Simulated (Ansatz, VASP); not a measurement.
**TlBr in VASP and in Ansatz**

File POSCAR:

```
TlBr
1.0
    3.9949064284      0.0000000000      0.0000000000
    0.0000000000      3.9949064284      0.0000000000
    0.0000000000      0.0000000000      3.9949064284
Tl Br
1 1
Direct
    0.0000000000      0.0000000000      0.0000000000
    0.5000000000      0.5000000000      0.5000000000
```

INCAR.step1

```
SYSTEM = TlBr
PREC = Accurate
ENCUT = 400
EDIFF = 1E-5
ISMEAR = 0
SIGMA = 0.01
LREAL = .FALSE.
LASPH = .TRUE.
NELM = 120
ALGO = Normal
ISIF = 2
LWAVE = .TRUE.
LCHARG = .FALSE.
NBANDS = 17
GGA = PE
GGA_COMPAT = .FALSE.
```

INCAR.step2

```
SYSTEM = TlBr
PREC = Accurate
ENCUT = 400
EDIFF = 1E-6
ISMEAR = 0
SIGMA = 0.01
LREAL = .FALSE.
LASPH = .TRUE.
NELM = 120
ALGO = Normal
ISIF = 2
LWAVE = .FALSE.
LCHARG = .FALSE.
GGA = PE
LHFCALC = .TRUE.
AEXX = 0.3
HFSCREEN = 0.5
PRECFOCK = Normal
NBANDS = 17
ISTART = 1
GGA_COMPAT = .FALSE.
```

The input KPOINTS:

```
regular mesh
0
G
  4 4 4
  0 0 0
```

Input for Ansatz:

```yaml
crystal:
  lattice:
    - [3.9949064284, 0.0, 0.0]
    - [0.0, 3.9949064284, 0.0]
    - [0.0, 0.0, 3.9949064284]
  atoms:
    - { symbol: Tl, position: [0.0, 0.0, 0.0] }
    - { symbol: Br, position: [0.5, 0.5, 0.5] }
kpoints:
  mp_grid: { grid: [4, 4, 4] }
hamiltonian:
  xc: { exchange: pbe, correlation: pbe, exx: { coeff: 0.3, omega: 0.5 } }
scf:
  occupations: { method: fixed }
  n_extra_bands: 4
output:
  forces: true
  stress: true
  eigenvalues: true
```

Alike in both runs: task single point; functional PBE-based screened hybrid with a share of 0.3 of exact exchange and HFSCREEN = 0.5; k mesh 4 × 4 × 4; no spin polarisation.

|  | VASP | Ansatz |
| --- | --- | --- |
| version | VASP 6.6.1 | Ansatz 0.2.0 |
| potentials or method | VASP PAW PBE potentials, release 64 (Tl_d, Br) | plane waves |
| plane-wave cutoff (eV) | 400 | 420 |
| occupations | gaussian, width 0.01 eV | fixed |
| valence electrons in the cell | 20 | 20 |

|  | VASP | Ansatz | Ansatz less VASP |
| --- | --- | --- | --- |
| gap on the k mesh at the Fermi level (eV) | 2.26 | 2.25 | -0.005 |
| pressure (GPa) | 0.7 | 0.8 | +0.11 |

VASP's potentials were made for PBE, not for PBE-based screened hybrid. Ansatz's warnings: stress exchange threshold loose, stress scf threshold loose.

Spin-orbit coupling is off throughout.
